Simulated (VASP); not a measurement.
# RbZn2 (P6/mmm) in VASP: notebook

Runs on RbZn2. Level: PBE. Tasks: relaxation of cell and atoms, single point.

Everything below comes from runs of VASP 6.6.1. Logs are shortened: lines on timing, memory, paths and dates and some standing lists are left out, and cuts for length are marked.

## (1) The cell of the first run

It takes space group P6/mmm (No. 191, hexagonal). Conventional cell: a = 5.028 Å, b = 5.028 Å, c = 3.196 Å, α = 90.00°, β = 90.00°, γ = 120.00°. Rb (site symmetry 6/mmm) has 2 Rb at 3.20 Å and 12 Zn at 3.31 Å within 4.2 Å. Zn (site symmetry -6m2) has 5 Zn at 2.90 to 3.20 Å and 6 Rb at 3.31 Å within 3.8 Å.

## (2) Relaxation of cell and atoms, PBE

Contents of INCAR:

```
PREC = Accurate
ENCUT = 600
EDIFF = 1E-6
ISMEAR = 0
SIGMA = 0.1
LREAL = F
LASPH = T
NELM = 80
ALGO = Fast
ISIF = 3
LWAVE = F
LCHARG = F
GGA = PE
IBRION = 2
NSW = 90
EDIFFG = -0.04
```

Contents of KPOINTS:

```
regular mesh
0
Gamma
  6 6 6
```

Contents of POSCAR:

```
RbZn2
1.0
    5.0275113573      0.0000000000      0.0000000000
   -2.5137556786      4.3539525533      0.0000000000
    0.0000000000      0.0000000000      3.1959414621
Rb Zn
1 2
Direct
    0.0000000000      0.0000000000      0.0000000000
    0.3333333333      0.6666666667      0.5000000000
    0.6666666667      0.3333333333      0.5000000000
```

Potentials or basis: VASP PAW PBE potentials, release 64 (Rb_sv, Zn).

Launch:

```sh
$ cat potpaw_PBE.64/Rb_sv/POTCAR potpaw_PBE.64/Zn/POTCAR > POTCAR
$ mpirun -np 1 vasp_std > vasp.out
```

OUTCAR:

```text
PREC = Accurate
   ENCUT = 600
   EDIFF = 1E-6
   ISMEAR = 0
   LREAL = F
   LASPH = T
   NELM = 80
   ISIF = 3
   GGA = PE
   IBRION = 2
   NSW = 90
   EDIFFG = -0.04

 ion  position               nearest neighbor table
   1  0.000  0.000  0.000-   2 3.31   3 3.31   2 3.31   3 3.31   3 3.31   3 3.31   2 3.31   2 3.31
                             3 3.31   3 3.31   2 3.31   2 3.31
   2  0.333  0.667  0.500-   3 2.90   3 2.90   3 2.90   1 3.31   1 3.31   1 3.31   1 3.31   1 3.31
                             1 3.31
   3  0.667  0.333  0.500-   2 2.90   2 2.90   2 2.90   1 3.31   1 3.31   1 3.31   1 3.31   1 3.31
                             1 3.31

  LATTYP: Found a hexagonal cell.
 ALAT       =     5.0275113573
 C/A-ratio  =     0.6356905504

  Lattice vectors:

 A1 = (   5.0275113573,   0.0000000000,   0.0000000000)
 A2 = (  -2.5137556786,   4.3539525533,   0.0000000000)
 A3 = (   0.0000000000,   0.0000000000,   3.1959414621)

Analysis of symmetry for initial positions (statically):
=====================================================================
 Subroutine PRICEL returns:
 Original cell was already a primitive cell.

 Routine SETGRP: Setting up the symmetry group for a
 hexagonal supercell.

 Subroutine GETGRP returns: Found 24 space group operations
 (whereof 24 operations were pure point group operations)
 out of a pool of 24 trial point group operations.

The static configuration has the point symmetry D_6h.

Analysis of symmetry for dynamics (positions and initial velocities):
=====================================================================
 Subroutine PRICEL returns:
 Original cell was already a primitive cell.

 Routine SETGRP: Setting up the symmetry group for a
 hexagonal supercell.

 Subroutine GETGRP returns: Found 24 space group operations
 (whereof 24 operations were pure point group operations)
 out of a pool of 24 trial point group operations.

The dynamic configuration has the point symmetry D_6h.

 Subroutine INISYM returns: Found 24 space group operations
 (whereof 24 operations are pure point group operations),
 and found     1 'primitive' translations

----------------------------------------------------------------------------------------

                                     Primitive cell

  volume of cell :      69.9577

  direct lattice vectors                    reciprocal lattice vectors
     5.027511357  0.000000000  0.000000000     0.198905568  0.114838183  0.000000000
    -2.513755679  4.353952553  0.000000000     0.000000000  0.229676366  0.000000000
     0.000000000  0.000000000  3.195941462     0.000000000  0.000000000  0.312896845

  length of vectors
     5.027511357  5.027511357  3.195941462     0.229676366  0.229676366  0.312896845

  position of ions in fractional coordinates (direct lattice)
     0.000000000  0.000000000  0.000000000
     0.333333333  0.666666667  0.500000000
     0.666666667  0.333333333  0.500000000

  ion indices of the primitive-cell ions
   primitive index   ion index
                 1           1
                 2           2
                 3           3

----------------------------------------------------------------------------------------

 KPOINTS: regular mesh

Automatic generation of k-mesh.
 Grid dimensions read from file:
 generate k-points for:    6    6    6

 Generating k-lattice:

  Cartesian coordinates                     Fractional coordinates (reciprocal lattice)
     0.033150928  0.019139697  0.000000000     0.166666667  0.000000000  0.000000000
     0.000000000  0.038279394  0.000000000     0.000000000  0.166666667  0.000000000
     0.000000000  0.000000000  0.052149474     0.000000000  0.000000000  0.166666667

  Length of vectors
     0.038279394  0.038279394  0.052149474

  Shift w.r.t. Gamma in fractional coordinates (k-lattice)
     0.000000000  0.000000000  0.000000000

 Subroutine IBZKPT returns following result:
 ===========================================

 Found     28 irreducible k-points:

 Following reciprocal coordinates:
            Coordinates               Weight
  0.000000  0.000000  0.000000      1.000000
  0.166667 -0.000000  0.000000      6.000000
  0.333333 -0.000000  0.000000      6.000000
  0.500000  0.000000  0.000000      3.000000
  0.166667  0.166667  0.000000      6.000000
  0.333333  0.166667  0.000000     12.000000
[... 16 lines left out ...]
  0.166667 -0.000000  0.500000      6.000000
  0.333333 -0.000000  0.500000      6.000000
 [... further k-points ...]
   k-points           NKPTS =     28   k-points in BZ     NKDIM =     28   number of bands    NBANDS=     20
   number of dos      NEDOS =    301   number of ions     NIONS =      3
   total plane-waves  NPLWV =  44800
   dimension x,y,z NGX =    40 NGY =   40 NGZ =   28
   dimension x,y,z NGXF=    80 NGYF=   80 NGZF=   56
   ions per type =               1   2
   NGX,Y,Z   is equivalent  to a cutoff of  13.23, 13.23, 14.56 a.u.
   NGXF,Y,Z  is equivalent  to a cutoff of  26.45, 26.45, 29.13 a.u.
 SYSTEM =  unknown system
   PREC   = accura    normal or accurate (medium, high low for compatibility)
   ISTART =      0    job   : 0-new  1-cont  2-samecut
   ICHARG =      2    charge: 1-file 2-atom 10-const
   ISPIN  =      1    spin polarized calculation?
   LNONCOLLINEAR =      F non collinear calculations
   LSORBIT =      F    spin-orbit coupling
   LASPH  =      T    aspherical Exc in radial PAW
   ENCUT  =  600.0 eV  44.10 Ry    6.64 a.u.  10.04 10.04  6.38*2*pi/ulx,y,z
   NELM   =     80;   NELMIN=  2; NELMDL= -5     # of ELM steps
   EDIFF  = 0.1E-05   stopping-criterion for ELM
   LREAL  =      F    real-space projection
   EDIFFG = -.4E-01   stopping-criterion for IOM
   NSW    =     90    number of steps for IOM
   IBRION =      2    ionic relax: 0-MD 1-quasi-New 2-CG
   NFREE  =      1    steps in history (QN), initial steepest desc. (CG)
   ISIF   =      3    stress and relaxation
   ISYM   =      2    0-nonsym 1-usesym 2-fastsym
   POTIM  = 0.5000    time-step for ionic-motion
   TEBEG  =    0.0;   TEEND  =   0.0 temperature during run
   PSTRESS=    0.0 pullay stress
   NELECT =      33.0000    total number of electrons
   NUPDOWN=      -1.0000    fix difference up-down
   EMIN   =  10.00;   EMAX   =-10.00  energy-range for DOS
   EFERMI =   0.00;   METHOD = LEGACY
   ISMEAR =     0;   SIGMA  =   0.10  broadening in eV -4-tet -1-fermi 0-gaus
   EFERMI_NEDOS =   21; number of points for ismear=-14 and -15
   IALGO  =     68    algorithm
   IMIX   =      4    mixing-type and parameters
     AMIX     =   0.40;   BMIX     =  1.00
     AMIX_MAG =   1.60;   BMIX_MAG =  1.00
  volume/ion in A,a.u.               =      23.32       157.37
  Fermi-wavevector in a.u.,A,eV,Ry     =   1.274386  2.408240 22.096670  1.624059
  Thomas-Fermi vector in A             =   2.407157
   LORBIT       =      0    0 simple, 1 ext, 2 COOP (PROOUT), +10 PAW based schemes
   GGA     = PE    functional components
   LHFCALC =     F    Hartree Fock is set to
   AEXX    =    0.0000 exact exchange contribution
   IVDW    =     0    specifies the selected vdW correction
   LEPSILON=     F    determine dielectric tensor
   LRPA    =     F    only Hartree local field effects (RPA)
 conjugate gradient relaxation of ions
 non-spin polarized calculation
 RMM-DIIS sequential band-by-band and
 Gauss-broadening in eV      SIGMA  =   0.10
  energy-cutoff  :      600.00
  volume of cell :       69.96
 maximum number of plane-waves:      2353
   NGX = 21   NGY = 21   NGZ = 13

--------------------------------------- Ionic step        1  -------------------------------------------

 number of electron      32.9999988 magnetization

 Free energy of the ion-electron system (eV)
  ---------------------------------------------------
  ext. energy  EPLUGINS =         0.00000000
  ---------------------------------------------------
  free energy    TOTEN  =        -2.07839006 eV

  energy without entropy =       -2.06809665  energy(sigma->0) =       -2.07324335

------------------------ aborting loop because EDIFF is reached ----------------------------------------

  FORCE on cell =-STRESS in cart. coord.  units (eV):
  Direction    XX          YY          ZZ          XY          YZ          ZX
  --------------------------------------------------------------------------------------
  -------------------------------------------------------------------------------------
  Total        2.8931946      2.8931946      1.7709672      0.0000000      0.0000000      0.0000000
  in kB       66.2601877     66.2601877     40.5588400      0.0000000      0.0000000      0.0000000
  external PRESSURE =      57.6930718 kB  Pullay stress =       0.0000000 kB
[... 92 lines left out ...]
  FREE ENERGIE OF THE ION-ELECTRON SYSTEM (eV)
  ---------------------------------------------------
  free  energy   TOTEN  =        -2.3365218032 eV

  energy  without entropy=       -2.3276720676  energy(sigma->0) =       -2.33209694

[... ionic steps 4 to 20 ...]

--------------------------------------- Ionic step       21  -------------------------------------------

 number of electron      33.0000111 magnetization

------------------------ aborting loop because EDIFF is reached ----------------------------------------

  FORCE on cell =-STRESS in cart. coord.  units (eV):
  Direction    XX          YY          ZZ          XY          YZ          ZX
  --------------------------------------------------------------------------------------
  -------------------------------------------------------------------------------------
  Total       -0.2011492     -0.2011492     -0.1516702     -0.0000000      0.0000000     -0.0000000
  in kB       -3.4270327     -3.4270327     -2.5840453     -0.0000000      0.0000000     -0.0000000
  external PRESSURE =      -3.1460369 kB  Pullay stress =       0.0000000 kB
[... 59 lines left out ...]
  energy  without entropy=       -2.6454283661  energy(sigma->0) =       -2.64939399

--------------------------------------- Ionic step       23  -------------------------------------------

 number of electron      33.0000112 magnetization

 Free energy of the ion-electron system (eV)
  ---------------------------------------------------
  ext. energy  EPLUGINS =         0.00000000
  ---------------------------------------------------
  free energy    TOTEN  =        -2.71690420 eV

  energy without entropy =       -2.71018765  energy(sigma->0) =       -2.71354592

 E-fermi :   1.0029     XC(G=0):  -8.2942

 val. band max:        0.8707986469   @ k =   0.3333   0.1667   0.3333
 cond. band min:       1.0121302238   @ k =   0.3333   0.1667   0.5000
 fundamental gap:      0.1413315769
 Fermi energy:         1.0029264403

 k-point     1 :       0.0000    0.0000    0.0000
  band No.  band energies     occupation
      1     -26.6829      2.00000
      2     -10.7799      2.00000
      3     -10.7595      2.00000
      4     -10.7595      2.00000
      5      -6.5771      2.00000
      6      -6.3210      2.00000
[... 12 lines left out ...]
     19       2.9675      0.00000
[... 513 lines left out ...]
      4     -10.7963      2.00000
      5      -6.5089      2.00000
      6      -6.4350      2.00000
[... 12 lines left out ...]
     19       2.8644      0.00000
     20       4.5822      0.00000

 [... further k-points ...]

------------------------ aborting loop because EDIFF is reached ----------------------------------------

  FORCE on cell =-STRESS in cart. coord.  units (eV):
  Direction    XX          YY          ZZ          XY          YZ          ZX
  --------------------------------------------------------------------------------------
  -------------------------------------------------------------------------------------
  Total       -0.0800574     -0.0800574     -0.0830825     -0.0000000      0.0000000     -0.0000000
  in kB       -1.3772124     -1.3772124     -1.4292529     -0.0000000      0.0000000     -0.0000000
  external PRESSURE =      -1.3945593 kB  Pullay stress =       0.0000000 kB
[... 18 lines left out ...]
  FREE ENERGIE OF THE ION-ELECTRON SYSTEM (eV)
  ---------------------------------------------------
  free  energy   TOTEN  =        -2.7169041960 eV

  energy  without entropy=       -2.7101876513  energy(sigma->0) =       -2.71354592

 reached required accuracy - stopping structural energy minimisation
```

Run time: 14 min. Hardware: 1 thread of Oxide Virtual Turin-like, shared host; peak memory 0.21 GiB.

What came out:

| Quantity | Value |
| --- | --- |
| Free energy | -2.7169 eV |
| Relaxed volume | 31.04 Å³/atom |
| Relaxed cell | a = 4.549 Å, b = 4.549 Å, c = 5.197 Å, α = 90.00°, β = 90.00°, γ = 120.00° |
| Space group after relaxing (to 0.1 Å) | P6/mmm (No. 191) |
| Energy gained by relaxing | 212.8 meV/atom |
| Ionic steps | 23 |
| Pressure after relaxing | -0.1 GPa |
| Band gap on the k mesh | zero (an odd number of electrons rules out a gap without spin polarisation) |

The path:
```tsv
step	energy change (eV)	largest force (eV/Å)	pressure (GPa)	volume (Å³)
1	0.0000	0.0000	5.77	69.96
2	-0.2117	0.0000	2.00	78.80
3	-0.2581	0.0000	0.54	84.79
4	-0.2629	0.0000	0.17	87.14
5	-0.2634	0.0000	0.09	87.94
6	-0.2634	0.0000	-0.04	88.46
7	-0.2646	0.0000	0.01	88.65
8	-0.2664	0.0000	0.02	88.94
9	-0.2701	0.0000	0.09	89.51
10	-0.2805	0.0000	0.10	90.60
11	-0.3279	0.0000	0.07	92.63
12	-0.4360	0.0000	-0.33	96.00
13	-0.5936	0.0000	-0.65	100.24
14	-0.6026	0.0000	-0.91	100.82
15	-0.6005	0.0000	-0.77	100.61
16	-0.6031	0.0000	-0.81	100.48
17	-0.6087	0.0000	-0.96	100.05
18	-0.6076	0.0000	-1.43	98.94
19	-0.6099	0.0000	-1.06	99.84
20	-0.6187	0.0000	-0.91	98.38
21	-0.6371	0.0000	-0.31	94.04
22	-0.5750	0.0000	2.14	85.57
23	-0.6385	0.0000	-0.14	93.13
```

Final structure:
```yaml
crystal:
  lattice:
    - [4.54883, 0.00000, 0.00000]
    - [-2.27441, 3.93940, 0.00000]
    - [0.00000, 0.00000, 5.19735]
  atoms:
    - { symbol: Rb, position: [0.00000, 0.00000, 0.00000] }
    - { symbol: Zn, position: [0.33333, 0.66667, 0.50000] }
    - { symbol: Zn, position: [0.66667, 0.33333, 0.50000] }
```

Caveat: the volume moved by over 15 % at a fixed basis, so the end points are rough.

## (3) Single point, PBE

This run uses another cell than the first one, of 32.57 Å³/atom.

Contents of INCAR:

```
PREC     = Accurate       # precision mode
ENCUT    = 520            # plane-wave cutoff, eV
EDIFF    = 1E-6           # SCF threshold, eV
ISMEAR   = 0              # smearing method
SIGMA    = 0.1            # smearing width, eV
LREAL    = False          # projectors in reciprocal space
LASPH    = True           # aspherical terms in the spheres
NELM     = 100            # most SCF steps
ALGO     = Fast           # electronic algorithm
ISIF     = 2              # what is computed and relaxed
LWAVE    = False          # write WAVECAR
LCHARG   = False          # write CHGCAR
GGA      = PE             # functional
NBANDS   = 24             # bands
```

Contents of KPOINTS:

```
regular mesh
0
Gamma
  12 12 8
```

Contents of POSCAR:

```
RbZn2
1.0
    4.5196772369      0.0000000000      0.0000000000
   -2.2598386184      3.9141553041      0.0000000000
    0.0000000000      0.0000000000      5.5224878783
Rb Zn
1 2
Direct
    0.0000000000      0.0000000000      0.0000000000
    0.3333333333      0.6666666667      0.5000000000
    0.6666666667      0.3333333333      0.5000000000
```

Potentials or basis: VASP PAW PBE potentials, release 64 (Rb_sv, Zn).

Launch:

```sh
$ cat potpaw_PBE.64/Rb_sv/POTCAR potpaw_PBE.64/Zn/POTCAR > POTCAR
$ mpirun -np 1 vasp_std > vasp.out
```

Run time: 3.7 min. Hardware: 1 thread of Oxide Virtual Turin-like, shared host; peak memory 0.33 GiB.

The run converged. Its results:

| Property | Result |
| --- | --- |
| Free energy | -2.8116 eV |
| Pressure | 0.1 GPa |
| Band gap on the k mesh | zero (an odd number of electrons rules out a gap without spin polarisation) |

Levels at points of the mesh, in eV from the Fermi level:
```csv
k point,band 14,band 15,band 16,band 17,band 18,band 19
"(0.00, 0.00, 0.00)",-6.93,-6.22,0.27,1.28,2.22,2.22
"(0.50, 0.00, 0.00)",-6.74,-4.18,-3.35,0.85,1.02,2.16
"(0.00, 0.00, 0.50)",-6.92,-5.75,-1.90,2.70,2.70,3.43
"(0.50, 0.00, 0.50)",-6.74,-4.31,-2.90,0.68,0.72,0.77
```

## (4) Relaxation of cell and atoms, PBE

This run uses another cell than the first one, of 32.11 Å³/atom.

Contents of INCAR:

```
PREC     = Accurate       # precision mode
ENCUT    = 600            # plane-wave cutoff, eV
EDIFF    = 1E-6           # SCF threshold, eV
ISMEAR   = 0              # smearing method
SIGMA    = 0.1            # smearing width, eV
LREAL    = F              # projectors in reciprocal space
LASPH    = T              # aspherical terms in the spheres
NELM     = 80             # most SCF steps
ALGO     = Fast           # electronic algorithm
ISIF     = 3              # what is computed and relaxed
LWAVE    = F              # write WAVECAR
LCHARG   = F              # write CHGCAR
GGA      = PE             # functional
IBRION   = 2              # ionic algorithm
NSW      = 100            # ionic steps
EDIFFG   = -0.01          # ionic threshold
```

Contents of KPOINTS:

```
Automatic mesh
0
Gamma
  12 12 8
```

Contents of POSCAR:

```
RbZn2
1.0
    4.4866852151      0.0000000000      0.0000000000
   -2.2433426075      3.8855833750      0.0000000000
    0.0000000000      0.0000000000      5.5263713927
Rb Zn
1 2
Direct
    0.0000000000      0.0000000000      0.0000000000
    0.3333333333      0.6666666667      0.5000000000
    0.6666666667      0.3333333333      0.5000000000
```

Launch:

```sh
$ cat potpaw_PBE.64/Rb_sv/POTCAR potpaw_PBE.64/Zn/POTCAR > POTCAR
$ mpirun -np 1 vasp_std > vasp.out
```

It took 20 min on 1 thread of Oxide Virtual Turin-like, shared host; peak memory 0.38 GiB.

It converged, with:

| Property | Result |
| --- | --- |
| Free energy | -2.8111 eV |
| Relaxed volume | 32.60 Å³/atom |
| Relaxed cell | a = 4.526 Å, b = 4.526 Å, c = 5.513 Å, α = 90.00°, β = 90.00°, γ = 120.00° |
| Space group after relaxing (to 0.1 Å) | P6/mmm (No. 191) |
| Energy gained by relaxing | 0.8 meV/atom |
| Ionic steps | 10 |
| Pressure after relaxing | 0.0 GPa |
| Band gap on the k mesh | zero (an odd number of electrons rules out a gap without spin polarisation) |

Step by step:
| step | energy change (eV) | largest force (eV/Å) | pressure (GPa) | volume (Å³) |
| --- | --- | --- | --- | --- |
| 1 | 0.0000 | 0.0000 | 0.35 | 96.34 |
| 2 | -0.0019 | 0.0000 | 0.11 | 97.32 |
| 3 | -0.0022 | 0.0000 | 0.02 | 97.76 |
| 4 | -0.0023 | 0.0000 | 0.04 | 97.96 |
| 5 | -0.0023 | 0.0000 | -0.10 | 98.38 |
| 6 | -0.0023 | 0.0000 | -0.06 | 98.13 |
| 7 | -0.0023 | 0.0000 | -0.07 | 98.06 |
| 8 | -0.0023 | 0.0000 | -0.04 | 98.01 |
| 9 | -0.0024 | 0.0000 | -0.09 | 97.96 |
| 10 | -0.0024 | 0.0000 | 0.02 | 97.79 |

Final structure:
```
CELL_PARAMETERS angstrom
4.52592 0.00000 0.00000
-2.26296 3.91956 0.00000
0.00000 0.00000 5.51256
ATOMIC_POSITIONS crystal
Rb 0.00000 0.00000 0.00000
Zn 0.33333 0.66667 0.50000
Zn 0.66667 0.33333 0.50000
```

Levels at points of the mesh, in eV from the Fermi level:
```csv
k point,band 12,band 13,band 14,band 15,band 16,band 17,band 18,band 19,band 20
"(0.00, 0.00, 0.00)",-6.93,-6.93,-6.93,-6.22,0.29,1.29,2.20,2.20,3.05
"(0.50, 0.00, 0.00)",-6.89,-6.81,-6.74,-4.18,-3.35,0.86,1.01,2.15,3.38
"(0.00, 0.00, 0.50)",-6.93,-6.93,-6.93,-5.74,-1.90,2.69,2.69,3.40,4.26
"(0.50, 0.00, 0.50)",-6.89,-6.81,-6.74,-4.31,-2.90,0.68,0.71,0.77,3.52
```

## (5) The runs side by side

| task | cell | k mesh | cutoff (eV) | gap on the mesh (eV) | pressure (GPa) | relaxed volume (Å³/atom) |
| --- | --- | --- | --- | --- | --- | --- |
| relaxation of cell and atoms | relaxed from a = 5.028, b = 5.028, c = 3.196 Å, angles 90.0, 90.0, 120.0°, 3 atoms | 6 × 6 × 6 | 600 | none | -0.1 | 31.04 |
| single point | a = 4.520, b = 4.520, c = 5.522 Å, angles 90.0, 90.0, 120.0°, 3 atoms | 12 × 12 × 8 | 520 | none | 0.1 | - |
| relaxation of cell and atoms | relaxed from a = 4.487, b = 4.487, c = 5.526 Å, angles 90.0, 90.0, 120.0°, 3 atoms | 12 × 12 × 8 | 600 | none | 0.0 | 32.60 |

Alike in all rows: level PBE; potentials or basis VASP PAW PBE potentials, release 64 (Rb_sv, Zn); no spin polarisation; smearing gaussian 0.1 eV.

Caveats: the volume moved by over 15 % at a fixed basis, so the end points are rough (at least some runs).

Total energies depend on the potentials used, so only differences within one code and one set of settings carry meaning.

The gap in the log of VASP goes by the Fermi energy; the results here count the filled bands.